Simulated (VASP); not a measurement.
# Mn in VASP: a series of runs

Mn is run at these levels: PBE; tasks: single point.

Program: VASP 6.6.1. These are calculated values, not measurements. Logs are shortened: lines on timing, memory, paths and dates and some standing lists are left out, and cuts for length are marked.

### Step 1. The cell of the first run

The structure is cubic, space group Fm-3m (No. 225). The conventional cell has a = 3.593 Å, b = 3.593 Å, c = 3.593 Å, α = 90.00°, β = 90.00°, γ = 90.00°. Mn (site symmetry m-3m) has 12 Mn at 2.54 Å within 3.4 Å.

This isn't the form of Mn at room conditions, which is a 58-atom cubic cell.

### Step 2. Single point, PBE, collinear spin, ferromagnetic start (11.60 Å³/atom)

Input file INCAR:

```
PREC     = Accurate       # precision mode
ENCUT    = 680            # plane-wave cutoff, eV
EDIFF    = 1E-6           # SCF threshold, eV
ISMEAR   = -1             # smearing method
SIGMA    = 0.05           # smearing width, eV
LREAL    = F              # projectors in reciprocal space
LASPH    = T              # aspherical terms in the spheres
NELM     = 200            # most SCF steps
ALGO     = Normal         # electronic algorithm
ISIF     = 2              # what is computed and relaxed
LWAVE    = F              # write WAVECAR
LCHARG   = F              # write CHGCAR
ISPIN    = 2              # spin polarisation
MAGMOM   = 3              # initial moments
LORBIT   = 11             # projections on sites
LMAXMIX  = 4              # l up to which the mixer works
GGA      = PE             # functional
NBANDS   = 18             # bands
GGA_COMPAT= F
```

Input file KPOINTS:

```
regular mesh
0
Gamma
  17 17 17
```

Input file POSCAR:

```
Mn
1.0
    0.0000000000      1.7966822270      1.7966822270
    1.7966822270      0.0000000000      1.7966822270
    1.7966822270      1.7966822270      0.0000000000
Mn
1
Direct
    0.0000000000      0.0000000000      0.0000000000
```

Potentials or basis: VASP PAW PBE potentials, release 64 (Mn_sv).

Launch:

```sh
cat potpaw_PBE.64/Mn_sv/POTCAR > POTCAR
mpirun -np 1 vasp_std > vasp.out
```

OUTCAR:

```text
PREC = Accurate
   ENCUT = 680
   EDIFF = 1E-6
   ISMEAR = -1
   LREAL = F
   LASPH = T
   NELM = 200
   ISIF = 2
   ISPIN = 2
   LORBIT = 11
   GGA = PE

 ion  position               nearest neighbor table
   1  0.000  0.000  0.000-

  LATTYP: Found a face centered cubic cell.
 ALAT       =     3.5933644540

  Lattice vectors:

 A1 = (   0.0000000000,   1.7966822270,   1.7966822270)
 A2 = (   1.7966822270,   0.0000000000,   1.7966822270)
 A3 = (   1.7966822270,   1.7966822270,   0.0000000000)

Analysis of symmetry for initial positions (statically):
=====================================================================
 Subroutine PRICEL returns:
 Original cell was already a primitive cell.

 Routine SETGRP: Setting up the symmetry group for a
 face centered cubic supercell.

 Subroutine GETGRP returns: Found 48 space group operations
 (whereof 48 operations were pure point group operations)
 out of a pool of 48 trial point group operations.

The static configuration has the point symmetry O_h .

Analysis of symmetry for dynamics (positions and initial velocities):
=====================================================================
 Subroutine PRICEL returns:
 Original cell was already a primitive cell.

 Routine SETGRP: Setting up the symmetry group for a
 face centered cubic supercell.

 Subroutine GETGRP returns: Found 48 space group operations
 (whereof 48 operations were pure point group operations)
 out of a pool of 48 trial point group operations.

The dynamic configuration has the point symmetry O_h .

Analysis of structural, dynamic, and magnetic symmetry:
=====================================================================
 Subroutine PRICEL returns:
 Original cell was already a primitive cell.

 Routine SETGRP: Setting up the symmetry group for a
 face centered cubic supercell.

 Subroutine GETGRP returns: Found 48 space group operations
 (whereof 48 operations were pure point group operations)
 out of a pool of 48 trial point group operations.

The overall configuration has the point symmetry O_h .

 Subroutine INISYM returns: Found 48 space group operations
 (whereof 48 operations are pure point group operations),
 and found     1 'primitive' translations

----------------------------------------------------------------------------------------

                                     Primitive cell

  volume of cell :      11.5996

  direct lattice vectors                    reciprocal lattice vectors
     0.000000000  1.796682227  1.796682227    -0.278290725  0.278290725  0.278290725
     1.796682227  0.000000000  1.796682227     0.278290725 -0.278290725  0.278290725
     1.796682227  1.796682227  0.000000000     0.278290725  0.278290725 -0.278290725

  length of vectors
     2.540892373  2.540892373  2.540892373     0.482013675  0.482013675  0.482013675

  position of ions in fractional coordinates (direct lattice)
     0.000000000  0.000000000  0.000000000

  ion indices of the primitive-cell ions
   primitive index   ion index
                 1           1

----------------------------------------------------------------------------------------

 KPOINTS: regular mesh

Automatic generation of k-mesh.
 Grid dimensions read from file:
 generate k-points for:   17   17   17

 Generating k-lattice:

  Cartesian coordinates                     Fractional coordinates (reciprocal lattice)
    -0.016370043  0.016370043  0.016370043     0.058823529  0.000000000  0.000000000
     0.016370043 -0.016370043  0.016370043     0.000000000  0.058823529  0.000000000
     0.016370043  0.016370043 -0.016370043     0.000000000  0.000000000  0.058823529

  Length of vectors
     0.028353746  0.028353746  0.028353746

  Shift w.r.t. Gamma in fractional coordinates (k-lattice)
     0.000000000  0.000000000  0.000000000

 Subroutine IBZKPT returns following result:
 ===========================================

 Found    165 irreducible k-points:

 Following reciprocal coordinates:
            Coordinates               Weight
  0.000000  0.000000  0.000000      1.000000
  0.058824  0.000000  0.000000      8.000000
  0.117647  0.000000  0.000000      8.000000
  0.176471  0.000000  0.000000      8.000000
  0.235294  0.000000  0.000000      8.000000
  0.294118  0.000000  0.000000      8.000000
[... 16 lines left out ...]
 -0.176471  0.058824  0.000000     24.000000
 -0.117647  0.058824  0.000000     24.000000
 [... further k-points ...]
   k-points           NKPTS =    165   k-points in BZ     NKDIM =    165   number of bands    NBANDS=     18
   number of dos      NEDOS =    301   number of ions     NIONS =      1
   total plane-waves  NPLWV =  13824
   dimension x,y,z NGX =    24 NGY =   24 NGZ =   24
   dimension x,y,z NGXF=    48 NGYF=   48 NGZF=   48
   ions per type =               1
   NGX,Y,Z   is equivalent  to a cutoff of  15.70, 15.70, 15.70 a.u.
   NGXF,Y,Z  is equivalent  to a cutoff of  31.41, 31.41, 31.41 a.u.
 SYSTEM =  unknown system
[... 94 lines left out ...]
      3     -35.0504      1.00000
      4     -35.0504      1.00000
      5       5.1812      1.00000
      6      11.4129      1.00000
[... 10 lines left out ...]
     17      43.1734      0.00000
     18      48.3903      0.00000

 k-point     4 :       0.1765    0.0000    0.0000
  band No.  band energies     occupation
      1     -66.6330      1.00000
      2     -35.2072      1.00000
      3     -35.0621      1.00000
      4     -35.0621      1.00000
      5       5.8140      1.00000
      6      11.2218      1.00000
[... 375 lines left out ...]
      4     -35.0747      1.00000
      5       6.9907      1.00000
      6      10.9909      1.00000
[... 10 lines left out ...]
     17      45.5275      0.00000
     18      48.4463      0.00000

 k-point    23 :      -0.1765    0.0588    0.0000
  band No.  band energies     occupation
      1     -66.6237      1.00000
      2     -35.2460      1.00000
      3     -35.0858      1.00000
      4     -35.0607      1.00000
      5       6.1759      1.00000
      6      11.0992      1.00000
[... 10 lines left out ...]
     17      45.5634      0.00000
     18      47.4769      0.00000

 k-point    24 :      -0.1176    0.0588    0.0000
  band No.  band energies     occupation
      1     -66.6415      1.00000
      2     -35.1543      1.00000
      3     -35.0696      1.00000
      4     -35.0499      1.00000
      5       5.4846      1.00000
      6      11.2880      1.00000
[... 10 lines left out ...]
     17      45.2046      0.00000
     18      47.9005      0.00000

 [... further k-points ...]

 spin component 2

 k-point     1 :       0.0000    0.0000    0.0000
  band No.  band energies     occupation
      1     -66.5747      1.00000
      2     -34.9511      1.00000
      3     -34.9511      1.00000
      4     -34.9511      1.00000
      5       4.6587      1.00000
      6      11.6620      1.00000
[... 10 lines left out ...]
     17      42.7320      0.00000
     18      43.9150      0.00000

 k-point     2 :       0.0588    0.0000    0.0000
  band No.  band energies     occupation
      1     -66.5709      1.00000
      2     -34.9720      1.00000
      3     -34.9539      1.00000
      4     -34.9539      1.00000
      5       4.7958      1.00000
      6      11.6054      1.00000
[... 10 lines left out ...]
     17      42.9230      0.00000
     18      45.2913      0.00000

 k-point     3 :       0.1176    0.0000    0.0000
  band No.  band energies     occupation
      1     -66.5599      1.00000
      2     -35.0307      1.00000
      3     -34.9619      1.00000
      4     -34.9619      1.00000
      5       5.1974      1.00000
      6      11.4543      1.00000
[... 10 lines left out ...]
     17      43.1937      0.00000
     18      48.3931      0.00000

 k-point     4 :       0.1765    0.0000    0.0000
  band No.  band energies     occupation
      1     -66.5433      1.00000
      2     -35.1192      1.00000
      3     -34.9736      1.00000
      4     -34.9736      1.00000
      5       5.8305      1.00000
      6      11.2617      1.00000
[... 375 lines left out ...]
      4     -34.9862      1.00000
      5       7.0084      1.00000
      6      11.0276      1.00000
[... 10 lines left out ...]
     17      45.5422      0.00000
     18      48.4891      0.00000

 k-point    23 :      -0.1765    0.0588    0.0000
  band No.  band energies     occupation
      1     -66.5340      1.00000
      2     -35.1581      1.00000
      3     -34.9974      1.00000
      4     -34.9723      1.00000
      5       6.1926      1.00000
      6      11.1384      1.00000
[... 10 lines left out ...]
     17      45.5777      0.00000
     18      47.5223      0.00000

 k-point    24 :      -0.1176    0.0588    0.0000
  band No.  band energies     occupation
      1     -66.5518      1.00000
      2     -35.0662      1.00000
      3     -34.9811      1.00000
      4     -34.9614      1.00000
      5       5.5010      1.00000
      6      11.3288      1.00000
[... 10 lines left out ...]
     17      45.2191      0.00000
     18      47.9473      0.00000

 [... further k-points ...]
[... 5 lines left out ...]
  --------------------------------------------------------------------------------------
  -------------------------------------------------------------------------------------
  Total       -1.4015342     -1.4015342     -1.4015342     -0.0000000     -0.0000000      0.0000000
  in kB     -193.5844493   -193.5844493   -193.5844493     -0.0000000     -0.0000000      0.0000000
  external PRESSURE =    -193.5844493 kB  Pullay stress =       0.0000000 kB

 VOLUME and BASIS-vectors are now :
 -----------------------------------------------------------------------------
  energy-cutoff  :      680.00
  volume of cell :       11.60
      direct lattice vectors                 reciprocal lattice vectors
     0.000000000  1.796682227  1.796682227    -0.278290725  0.278290725  0.278290725
     1.796682227  0.000000000  1.796682227     0.278290725 -0.278290725  0.278290725
     1.796682227  1.796682227  0.000000000     0.278290725  0.278290725 -0.278290725

 POSITION                                       TOTAL-FORCE (eV/Angst)
 -----------------------------------------------------------------------------------
      0.00000      0.00000      0.00000         0.000000      0.000000      0.000000
 -----------------------------------------------------------------------------------
    total drift:                               -0.000000      0.000000     -0.000000

  FREE ENERGIE OF THE ION-ELECTRON SYSTEM (eV)
  ---------------------------------------------------
  free  energy   TOTEN  =        -8.9791325721 eV

  energy  without entropy=       -8.9657208417  energy(sigma->0) =       -8.97242671

 total charge

# of ion       s       p       d       tot
------------------------------------------
    1        2.238   6.071   4.638  12.947

 magnetization (x)

# of ion       s       p       d       tot
------------------------------------------
    1        0.000   0.000   0.077   0.077
```

It took 69 s on 1 thread of Intel Xeon Platinum 8488C (Sapphire Rapids), shared host; peak memory 0.2 GiB.

What came out:

```yaml
Free_energy: -8.9791 eV
Pressure: -19.4 GPa
Net_moment: 0.08 μB per cell
Site_moments: Mn +0.08 μB
Valence_electrons_inside_the_program's_atomic_spheres: Mn 12.95
```

Caveat: the cell stands under tension.

### Step 3. Single point, PBE, collinear spin, antiferromagnetic start (10.52 Å³/atom)

Input file INCAR:

```
ALGO = Normal ; EDIFF = 1E-6
ENCUT = 680 ; GGA = PE
GGA_COMPAT = F ; ISIF = 2
ISMEAR = -1 ; ISPIN = 2
LASPH = T ; LCHARG = F
LMAXMIX = 4 ; LORBIT = 11
LREAL = F ; LWAVE = F
MAGMOM = 1.799 -1.799 ; NBANDS = 26
NELM = 200 ; PREC = Accurate
SIGMA = 0.05
```

Input file KPOINTS:

```
k-points
0
Gamma
  14 14 10
```

Input file POSCAR:

```
Mn
1.0
    2.5015930477      0.0000000000      0.0000000000
    0.0000000000      2.5015930477      0.0000000000
    0.0000000000      0.0000000000      3.3632733664
Mn
2
Direct
    1.0000000000      0.0000000000      0.0000000000
    0.5000000000      0.5000000000      0.5000000000
```

Potentials or basis: VASP PAW PBE potentials, release 64 (Mn_sv).

Launch:

```sh
cat potpaw_PBE.64/Mn_sv/POTCAR > POTCAR
mpirun -np 1 vasp_std > vasp.out
```

Wall time 4.4 min (1 thread of Intel Xeon Platinum 8175M at 2.50GHz (Skylake/Cascade Lake), shared host); peak memory 0.33 GiB.

It converged, with:

```
Free energy                                           : -18.0910 eV
Pressure                                              : 12.6 GPa
Band gap on the k mesh                                : zero (filled and empty bands overlap)
Net moment                                            : 0.00 μB per cell
Site moments                                          : Mn +1.18, -1.18 μB
Valence electrons inside the program's atomic spheres : Mn 13.05
```

Stress tensor (GPa, compression positive):
```
12.02  0.00  0.00
 0.00 12.02  0.00
 0.00  0.00 13.78
```

Levels at points of the mesh, in eV from the Fermi level:
Spin up:
```csv
k point,band 11,band 12,band 13,band 14,band 15,band 16,band 17,band 18,band 19,band 20
"(0.00, 0.00, 0.00)",-4.09,-1.34,-1.34,-0.74,0.09,0.92,2.23,2.31,2.31,4.46
"(0.50, 0.00, 0.00)",-2.46,-2.41,-1.57,-1.44,-0.91,-0.08,0.54,1.10,3.12,3.95
"(0.50, 0.50, 0.00)",-3.98,-3.98,1.57,1.59,2.15,2.38,2.38,2.49,3.14,3.14
"(0.00, 0.00, 0.50)",-2.93,-2.20,-0.67,-0.44,-0.44,0.34,0.43,0.69,0.69,1.93
"(0.50, 0.00, 0.50)",-1.74,-1.41,-1.38,-0.57,0.44,0.51,1.47,2.11,2.14,2.14
"(0.50, 0.50, 0.50)",-2.67,-2.67,-1.86,-1.86,-0.14,1.17,1.60,2.50,10.05,10.05
```
Spin down:
| k point | band 11 | band 12 | band 13 | band 14 | band 15 | band 16 | band 17 | band 18 | band 19 | band 20 |
| --- | --- | --- | --- | --- | --- | --- | --- | --- | --- | --- |
| (0.00, 0.00, 0.00) | -4.09 | -1.34 | -1.34 | -0.74 | 0.09 | 0.92 | 2.23 | 2.31 | 2.31 | 4.46 |
| (0.50, 0.00, 0.00) | -2.46 | -2.41 | -1.57 | -1.44 | -0.91 | -0.08 | 0.54 | 1.10 | 3.12 | 3.95 |
| (0.50, 0.50, 0.00) | -3.98 | -3.98 | 1.57 | 1.59 | 2.15 | 2.38 | 2.38 | 2.49 | 3.14 | 3.14 |
| (0.00, 0.00, 0.50) | -2.93 | -2.20 | -0.67 | -0.44 | -0.44 | 0.34 | 0.43 | 0.69 | 0.69 | 1.93 |
| (0.50, 0.00, 0.50) | -1.74 | -1.41 | -1.38 | -0.57 | 0.44 | 0.51 | 1.47 | 2.11 | 2.14 | 2.14 |
| (0.50, 0.50, 0.50) | -2.67 | -2.67 | -1.86 | -1.86 | -0.14 | 1.17 | 1.60 | 2.50 | 10.05 | 10.05 |

Caveat: the cell stands under pressure; the antiferromagnetic order is the one typed at the start, and another may lie lower.

### Step 4. Single point, PBE, collinear spin, antiferromagnetic start (10.07 Å³/atom)

Input file INCAR:

```
SYSTEM = Mn
ALGO = Normal
EDIFF = 1E-6
ENCUT = 680
GGA = PE
GGA_COMPAT = .FALSE.
ISIF = 2
ISMEAR = -1
ISPIN = 2
LASPH = .TRUE.
LCHARG = .FALSE.
LMAXMIX = 4
LORBIT = 11
LREAL = .FALSE.
LWAVE = .FALSE.
MAGMOM = 1.799 -1.799
NBANDS = 26
NELM = 200
PREC = Accurate
SIGMA = 0.05
```

Input file KPOINTS:

```
k-points
0
G
  14 14 10
  0 0 0
```

Input file POSCAR:

```
Mn
1.0
    2.4647995700      0.0000000000      0.0000000000
    0.0000000000      2.4647995700      0.0000000000
    0.0000000000      0.0000000000      3.3138062783
Mn
2
Direct
    1.0000000000      0.0000000000      0.0000000000
    0.5000000000      0.5000000000      0.5000000000
```

Launch:

```sh
cat potpaw_PBE.64/Mn_sv/POTCAR > POTCAR
mpirun -np 1 vasp_std > vasp.out
```

Wall time 4.5 min (1 thread of Intel Xeon Platinum 8259CL at 2.50GHz (Skylake/Cascade Lake), shared host); peak memory 0.32 GiB.

Results (log left out):

- Free energy: -17.9851 eV
- Pressure: 23.4 GPa
- Band gap on the k mesh: zero (filled and empty bands overlap)
- Net moment: 0.00 μB per cell
- Site moments: Mn +0.78, -0.78 μB
- Valence electrons inside the program's atomic spheres: Mn 13.10

Stress tensor (GPa, compression positive):
```
21.76  0.00  0.00
 0.00 21.76  0.00
 0.00  0.00 26.61
```

Levels at points of the mesh, in eV from the Fermi level:
Spin up:
```csv
k point,band 13,band 14,band 15,band 16,band 17,band 18
"(0.00, 0.00, 0.00)",-1.41,-0.88,0.22,0.90,2.09,2.34
"(0.50, 0.00, 0.00)",-1.88,-1.79,-0.77,0.09,0.21,0.87
"(0.50, 0.50, 0.00)",1.70,1.82,2.10,2.40,2.45,2.45
"(0.00, 0.00, 0.50)",-0.53,-0.30,-0.30,0.20,0.44,0.44
"(0.50, 0.00, 0.50)",-1.36,-0.82,0.51,0.56,1.62,2.06
"(0.50, 0.50, 0.50)",-2.16,-2.16,0.05,0.93,1.82,2.40
```
Spin down:
```csv
k point,band 11,band 12,band 13,band 14,band 15,band 16,band 17,band 18,band 19,band 20
"(0.00, 0.00, 0.00)",-4.38,-1.41,-1.41,-0.88,0.22,0.90,2.09,2.34,2.34,4.68
"(0.50, 0.00, 0.00)",-2.47,-2.43,-1.88,-1.79,-0.77,0.09,0.21,0.87,3.44,3.98
"(0.50, 0.50, 0.00)",-4.25,-4.25,1.70,1.82,2.10,2.40,2.45,2.45,3.31,3.31
"(0.00, 0.00, 0.50)",-3.03,-2.56,-0.53,-0.30,-0.30,0.20,0.44,0.44,0.59,1.66
"(0.50, 0.00, 0.50)",-1.79,-1.55,-1.36,-0.82,0.51,0.56,1.62,2.06,2.11,2.12
"(0.50, 0.50, 0.50)",-2.68,-2.68,-2.16,-2.16,0.05,0.93,1.82,2.40,10.47,10.47
```

Caveat: the cell stands under pressure; the antiferromagnetic order is the one typed at the start, and another may lie lower.

### Step 5. Overview

```csv
spin,cell,k mesh,gap on the mesh (eV),pressure (GPa),moment (μB)
"collinear, ferromagnetic start","a = 2.541 Å, angles 60.0°, 1 atom, atomic positions A",17 × 17 × 17,none,-19.4,0.08
"collinear, antiferromagnetic start","a = 2.502, b = 2.502, c = 3.363 Å, 2 atoms, atomic positions B",14 × 14 × 10,none,12.6,0.00
"collinear, antiferromagnetic start","a = 2.465, b = 2.465, c = 3.314 Å, 2 atoms, atomic positions B",14 × 14 × 10,none,23.4,0.00
```

Alike in all rows: task single point; level PBE; potentials or basis VASP PAW PBE potentials, release 64 (Mn_sv); cutoff (eV) 680; smearing fermi-dirac 0.05 eV.

Caveats: the cell stands under pressure (at least some runs); the antiferromagnetic order is the one typed at the start, and another may lie lower (at least some runs); the cell stands under tension (at least some runs).

Absolute energies hang on the potentials; compare differences alone.
